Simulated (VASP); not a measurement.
Input of a VASP 6.6.1 run:

File INCAR:

```
SYSTEM = C
PREC = Accurate
ENCUT = 520
EDIFF = 1E-7
ISMEAR = 0
SIGMA = 0.1
LREAL = .FALSE.
LASPH = .TRUE.
NELM = 100
ALGO = Normal
ISIF = 2
LWAVE = .FALSE.
LCHARG = .FALSE.
LDIPOL = .TRUE.
IDIPOL = 3
DIPOL = 0.5 0.5 0.500
GGA = PS
NBANDS = 36
```

File KPOINTS:

```
Automatic mesh
0
G
  14 4 1
  0 0 0
```

File POSCAR:

```
C
1.0
    2.4588140218      0.0000000000      0.0000000000
    0.0000000000      9.5276863356      0.0000000000
    0.0000000000      0.0000000000     25.1590719406
C
12
Direct
    0.0000000000      0.1332006842      0.2981032058
    0.5000000000      0.1665008552      0.3233403051
    0.5000000000      0.2331011973      0.3738145036
    0.0000000000      0.2664013684      0.3990516029
    0.0000000000      0.3330017104      0.4495258014
    0.5000000000      0.3663018815      0.4747629007
    0.5000000000      0.4329022236      0.5252370993
    0.0000000000      0.4662023946      0.5504741986
    0.0000000000      0.5328027367      0.6009483971
    0.5000000000      0.5661029078      0.6261854964
    0.5000000000      0.6327032498      0.6766596949
    0.0000000000      0.6660034209      0.7018967942
```

Potentials or basis: VASP PAW PBE potentials, release 64 (C).

Run with:

```sh
$ cat potpaw_PBE.64/C/POTCAR > POTCAR
$ mpirun -np 1 vasp_std > vasp.out
```

**Question.** Estimate the largest force.

**Answer.** 2.729 eV/Å.

**Question.** Predict the band gap on the k mesh.

**Answer.** Zero (bands 24 and 25 overlap by 0.15 eV).

Forces in eV/Å, atoms in the order of the input:
```
C    0.000  0.779  1.586
C    0.000 -1.212 -2.446
C    0.000  0.441  0.875
C    0.000 -0.089 -0.176
C    0.000  0.063  0.125
C    0.000 -0.029 -0.058
C    0.000  0.029  0.058
C    0.000 -0.063 -0.125
C    0.000  0.089  0.176
C    0.000 -0.441 -0.875
C    0.000  1.212  2.446
C    0.000 -0.779 -1.586
```

Caveat: the PAW data sets were made with another functional, which shifts forces and pressure a little.
